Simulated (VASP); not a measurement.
# BN (F-43m) in VASP: a series of runs, part 2 of 2

VASP 6.6.1.

**3. Single point, PBE**

This run uses another cell than the first one: it holds 8 atoms, not 2.

Input file INCAR:

```
  ALGO = Normal
  EDIFF = 1E-6
  ENCUT = 600
  GGA = PE
  GGA_COMPAT = False
  ISIF = 2
  ISMEAR = 0
  LASPH = True
  LCHARG = True
  LELF = True
  LREAL = False
  LVHAR = True
  LWAVE = False
  NBANDS = 26
  NELM = 120
  PREC = Accurate
  SIGMA = 0.05
```

Input file KPOINTS:

```
k-points
0
Gamma
  6 6 6
```

Input file POSCAR:

```
BN
1.0
    3.6246970269      0.0000000000      0.0000000000
    0.0000000000     -3.6246970269      0.0000000000
    0.0000000000      0.0000000000     -3.6246970269
B N
4 4
Direct
    0.0000000000      0.0000000000      0.0000000000
    0.5000000000      0.5000000000      0.0000000000
    0.5000000000      0.0000000000      0.5000000000
    0.0000000000      0.5000000000      0.5000000000
    0.7500000000      0.7500000000      0.7500000000
    0.2500000000      0.2500000000      0.7500000000
    0.2500000000      0.7500000000      0.2500000000
    0.7500000000      0.2500000000      0.2500000000
```

Potentials or basis: VASP PAW PBE potentials, release 64 (B, N).

Launch:

```console
> cat potpaw_PBE.64/B/POTCAR potpaw_PBE.64/N/POTCAR > POTCAR
> mpirun -np 1 vasp_std > vasp.out
```

OUTCAR:

```text
EDIFF = 1E-6
   ENCUT = 600
   GGA = PE
   ISIF = 2
   ISMEAR = 0
   LASPH = True
   LREAL = False
   NELM = 120
   PREC = Accurate

 ion  position               nearest neighbor table
   1  0.000  0.000  0.000-   5 1.57   6 1.57   7 1.57   8 1.57
   2  0.500  0.500  0.000-   5 1.57   6 1.57   7 1.57   8 1.57
   3  0.500  0.000  0.500-   5 1.57   6 1.57   7 1.57   8 1.57
   4  0.000  0.500  0.500-   5 1.57   6 1.57   7 1.57   8 1.57
   5  0.750  0.750  0.750-   1 1.57   2 1.57   3 1.57   4 1.57
   6  0.250  0.250  0.750-   1 1.57   2 1.57   3 1.57   4 1.57
   7  0.250  0.750  0.250-   1 1.57   2 1.57   3 1.57   4 1.57
   8  0.750  0.250  0.250-   1 1.57   2 1.57   3 1.57   4 1.57

  LATTYP: Found a simple cubic cell.
 ALAT       =     3.6246970269

  Lattice vectors:

 A1 = (   3.6246970269,   0.0000000000,   0.0000000000)
 A2 = (   0.0000000000,  -3.6246970269,   0.0000000000)
 A3 = (   0.0000000000,   0.0000000000,  -3.6246970269)

Analysis of symmetry for initial positions (statically):
=====================================================================
 Subroutine PRICEL returns following result:

  LATTYP: Found a face centered cubic cell.
 ALAT       =     3.6246970269

  Lattice vectors:

 A1 = (   1.8123485134,   1.8123485134,   0.0000000000)
 A2 = (   1.8123485134,   0.0000000000,  -1.8123485134)
 A3 = (   0.0000000000,   1.8123485134,  -1.8123485134)

   4 primitive cells build up your supercell.

 Routine SETGRP: Setting up the symmetry group for a
 simple cubic supercell.

 Subroutine GETGRP returns: Found 24 space group operations
 (whereof 24 operations were pure point group operations)
[... 138 lines left out ...]
   IALGO  =     38    algorithm
   IMIX   =      4    mixing-type and parameters
     AMIX     =   0.40;   BMIX     =  1.00
     AMIX_MAG =   1.60;   BMIX_MAG =  1.00
  volume/ion in A,a.u.               =       5.95        40.17
  Fermi-wavevector in a.u.,A,eV,Ry     =   1.433903  2.709684 27.974638  2.056078
  Thomas-Fermi vector in A             =   2.553370
   LORBIT       =      0    0 simple, 1 ext, 2 COOP (PROOUT), +10 PAW based schemes
   GGA     = PE    functional components
   LHFCALC =     F    Hartree Fock is set to
   AEXX    =    0.0000 exact exchange contribution
   IVDW    =     0    specifies the selected vdW correction
   LEPSILON=     F    determine dielectric tensor
   LRPA    =     F    only Hartree local field effects (RPA)
 non-spin polarized calculation
 Gauss-broadening in eV      SIGMA  =   0.05
  energy-cutoff  :      600.00
  volume of cell :       47.62
 maximum number of plane-waves:      1622
 NGX is ok and might be reduce to    30

 number of electron      31.9999989 magnetization

 Free energy of the ion-electron system (eV)
  ---------------------------------------------------
  ext. energy  EPLUGINS =         0.00000000
  ---------------------------------------------------
  free energy    TOTEN  =       -69.81855712 eV

  energy without entropy =      -69.81855712  energy(sigma->0) =      -69.81855712

 E-fermi :   7.5180     XC(G=0): -12.7825

 val. band max:        7.3038768813   @ k =   0.0000   0.0000   0.0000
 cond. band min:      11.7548386595   @ k =   0.0000   0.0000   0.0000
 fundamental gap:      4.4509617782
 Fermi energy:         7.5180393001

 k-point     1 :       0.0000    0.0000    0.0000
  band No.  band energies     occupation
      1     -12.8358      2.00000
      2      -7.3016      2.00000
      3      -7.3016      2.00000
      4      -7.3016      2.00000
      5      -1.5594      2.00000
      6      -1.5594      2.00000
[... 569 lines left out ...]
     25      17.9653      0.00000
     26      17.9653      0.00000

------------------------ aborting loop because EDIFF is reached ----------------------------------------

  FORCE on cell =-STRESS in cart. coord.  units (eV):
  Direction    XX          YY          ZZ          XY          YZ          ZX
  --------------------------------------------------------------------------------------
  -------------------------------------------------------------------------------------
  Total       -0.0116001     -0.0116001     -0.0116001      0.0000000      0.0000000      0.0000000
  in kB       -0.3902623     -0.3902623     -0.3902623      0.0000000      0.0000000      0.0000000
  external PRESSURE =      -0.3902623 kB  Pullay stress =       0.0000000 kB

 VOLUME and BASIS-vectors are now :
 -----------------------------------------------------------------------------
  energy-cutoff  :      600.00
  volume of cell :       47.62
      direct lattice vectors                 reciprocal lattice vectors
     3.624697027  0.000000000  0.000000000     0.275885127  0.000000000  0.000000000
     0.000000000 -3.624697027  0.000000000     0.000000000 -0.275885127  0.000000000
     0.000000000  0.000000000 -3.624697027     0.000000000  0.000000000 -0.275885127

 POSITION                                       TOTAL-FORCE (eV/Angst)
 -----------------------------------------------------------------------------------
      0.00000      0.00000      0.00000         0.000000     -0.000000     -0.000000
      1.81235     -1.81235      0.00000         0.000000     -0.000000     -0.000000
      1.81235      0.00000     -1.81235         0.000000     -0.000000     -0.000000
      0.00000     -1.81235     -1.81235         0.000000     -0.000000     -0.000000
      2.71852     -2.71852     -2.71852         0.000000     -0.000000     -0.000000
      0.90617     -0.90617     -2.71852        -0.000000      0.000000      0.000000
      0.90617     -2.71852     -0.90617         0.000000      0.000000     -0.000000
      2.71852     -0.90617     -0.90617        -0.000000      0.000000      0.000000
 -----------------------------------------------------------------------------------
    total drift:                                0.000000     -0.000000      0.000000

  FREE ENERGIE OF THE ION-ELECTRON SYSTEM (eV)
  ---------------------------------------------------
  free  energy   TOTEN  =       -69.8185571159 eV

  energy  without entropy=      -69.8185571159  energy(sigma->0) =      -69.81855712
```

stdout:

```text
POSCAR found type information on POSCAR B N
 POSCAR found :  2 types and       8 ions
 scaLAPACK will be used
 LDA part: xc-table for (Slater+PW92), standard interpolation
 POSCAR, INCAR and KPOINTS ok, starting setup
 FFT: planning ... GRIDC
 FFT: planning ... GRID_SOFT
 FFT: planning ... GRID
 WAVECAR not read
 entering main loop
```

Run time: 24 s. Hardware: 1 thread of Intel Xeon Platinum 8259CL at 2.50GHz (Skylake/Cascade Lake), shared host; peak memory 0.17 GiB.

Results:

* Free energy: -69.8186 eV
* Pressure: 0.0 GPa
* Band gap on the k mesh: 4.45 eV
